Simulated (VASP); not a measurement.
Here is a VASP 6.6.1 calculation.

The input POSCAR:

```
AlGa3N4
1.0
    4.8742537530      0.0000000000      0.0000000000
    0.0000000000      3.0000720341      0.0000000000
   -0.0035214838      0.0000000000      5.1944906982
Al Ga N
1 3 4
Direct
    0.0005010800      0.5000000000      0.6673044000
    0.4991393100      0.5000000000      0.3351465300
    0.4991348800      0.0000000000      0.8313261600
    0.9999082200      0.0000000000      0.1662408900
    0.1192384400      0.5000000000      0.3412971500
    0.1168290500      0.0000000000      0.8252645200
    0.6202470100      0.0000000000      0.1661509300
    0.6326020200      0.5000000000      0.6672704200
```

INCAR.step1

```
SYSTEM = AlGa3N4
PREC     = Accurate       ! precision mode
ENCUT    = 520            ! plane-wave cutoff, eV
ISMEAR   = 0              ! smearing method
SIGMA    = 0.05           ! smearing width, eV
LREAL    = .FALSE.        ! projectors in reciprocal space
LASPH    = .TRUE.         ! aspherical terms in the spheres
NELM     = 60             ! most SCF steps
NBANDS   = 41             ! bands
GGA      = PE             ! functional
ALGO     = Normal         ! electronic algorithm
EDIFF    = 1E-4           ! SCF threshold, eV
LWAVE    = .TRUE.         ! write WAVECAR
LCHARG   = .FALSE.        ! write CHGCAR
```

INCAR.step2

```
SYSTEM = AlGa3N4
PREC     = Accurate       ! precision mode
ENCUT    = 520            ! plane-wave cutoff, eV
EDIFF    = 1E-6           ! SCF threshold, eV
ISMEAR   = 0              ! smearing method
SIGMA    = 0.05           ! smearing width, eV
LREAL    = .FALSE.        ! projectors in reciprocal space
LASPH    = .TRUE.         ! aspherical terms in the spheres
NELM     = 60             ! most SCF steps
ALGO     = Normal         ! electronic algorithm
ISIF     = 2              ! what is computed and relaxed
LWAVE    = .FALSE.        ! write WAVECAR
LCHARG   = .FALSE.        ! write CHGCAR
METAGGA  = R2SCAN         ! meta-GGA
LMIXTAU  = .TRUE.       
NBANDS   = 41             ! bands
ISTART   = 1
```

KPOINTS

```
regular mesh
0
G
  6 8 6
  0 0 0
```

Potentials or basis: VASP PAW PBE potentials, release 64 (Al, Ga_d, N).

Run with:

```console
$ cat potpaw_PBE.64/Al/POTCAR potpaw_PBE.64/Ga_d/POTCAR potpaw_PBE.64/N/POTCAR > POTCAR
$ cp INCAR.step1 INCAR
$ mpirun -np 1 vasp_std > vasp.out
$ cp INCAR.step2 INCAR
$ mpirun -np 1 vasp_std > vasp.out
```

Problem. Estimate the largest force.

Solution. 0.157 eV/Å.

Problem. Estimate the pressure.

Solution. 45.7 GPa.

Problem. Predict the band gap on the k mesh.

Solution. 4.04 eV, direct.

Stress tensor (GPa, compression positive):
```
45.20  0.00 -0.01
 0.00 46.01  0.00
-0.01  0.00 45.79
```

Caveat: the PAW data sets were made with another functional, which shifts forces and pressure a little. r2SCAN opens gaps a little over a GGA but as a rule still falls short of measured ones.
